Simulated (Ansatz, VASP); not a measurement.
BaS: VASP beside Ansatz

The input INCAR:

```
PREC     = Accurate       # precision mode
ENCUT    = 500            # plane-wave cutoff, eV
EDIFF    = 1E-6           # SCF threshold, eV
ISMEAR   = 0              # smearing method
SIGMA    = 0.05           # smearing width, eV
LREAL    = False          # projectors in reciprocal space
LASPH    = True           # aspherical terms in the spheres
NELM     = 120            # most SCF steps
ALGO     = Normal         # electronic algorithm
ISIF     = 2              # what is computed and relaxed
LWAVE    = False          # write WAVECAR
LCHARG   = True           # write CHGCAR
GGA      = PE             # functional
LELF     = True           # ELF
LVHAR    = True         
NBANDS   = 15             # bands
GGA_COMPAT= False
```

Contents of KPOINTS:

```
regular mesh
0
Gamma
  4 4 4
```

The input POSCAR:

```
BaS
1.0
    0.0000000000      3.4256500872      3.4256500872
    3.4256500872      0.0000000000      3.4256500872
    3.4256500872      3.4256500872      0.0000000000
Ba S
1 1
Direct
    0.0000000000      0.0000000000      0.0000000000
    0.2500000000      0.2500000000      0.2500000000
```

Input for Ansatz:

```yaml
crystal:
  lattice:
    - [0.0, 3.4256500872, 3.4256500872]
    - [3.4256500872, 0.0, 3.4256500872]
    - [3.4256500872, 3.4256500872, 0.0]
  atoms:
    - { symbol: Ba, position: [0.0, 0.0, 0.0] }
    - { symbol: S, position: [0.25, 0.25, 0.25] }
basis:
  ecutwfc: 420
kpoints:
  mp_grid: { grid: [4, 4, 4] }
hamiltonian:
  xc: pbe
scf:
  occupations: { method: gaussian, width: 0.05 }
output:
  forces: true
  stress: true
  eigenvalues: true
```

Alike in both runs: task single point; functional PBE; k mesh 4 × 4 × 4; occupations gaussian, width 0.05 eV; no spin polarisation.

|  | VASP | Ansatz |
| --- | --- | --- |
| version | VASP 6.6.1 | Ansatz 0.2.0 |
| potentials or method | VASP PAW PBE potentials, release 64 (Ba_sv, S), cutoff 500 eV | scalar-relativistic, plane waves, PAW |
| valence electrons in the cell | 16 | 16 |

```tsv
	VASP	Ansatz	Ansatz less VASP
gap on the k mesh at the Fermi level (eV)	2.88	2.86	-0.024
least direct gap on the mesh (eV)	3.41	3.45	+0.038
pressure (GPa)	3.1	2.6	-0.56
```

Neither program's run includes spin-orbit coupling.
